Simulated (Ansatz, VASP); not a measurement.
# Tl in VASP and in Ansatz

```
CELL_PARAMETERS angstrom
-1.97206 1.97206 1.97206
1.97206 -1.97206 1.97206
1.97206 1.97206 -1.97206
ATOMIC_POSITIONS crystal
Tl 0.00000 0.00000 0.00000
```

Alike in both runs: task single point; functional PBE; k mesh 16 × 16 × 16; occupations gaussian, width 0.1 eV; no spin polarisation.

|  | VASP | Ansatz |
| --- | --- | --- |
| version | VASP 6.6.1 | Ansatz 0.2.0 |
| potentials or method | VASP PAW PBE potentials, release 64 (Tl_d), cutoff 520 eV | scalar-relativistic, plane waves, PAW |
| valence electrons in the cell | 13 | 13 |

|  | VASP | Ansatz | Ansatz less VASP |
| --- | --- | --- | --- |
| gap on the k mesh at the Fermi level (eV) | none | none | - |
| pressure (GPa) | 0.6 | 0.6 | +0.06 |

A gap of «none» marks a metal or a gap that the smearing closes.

Neither program's run includes spin-orbit coupling.
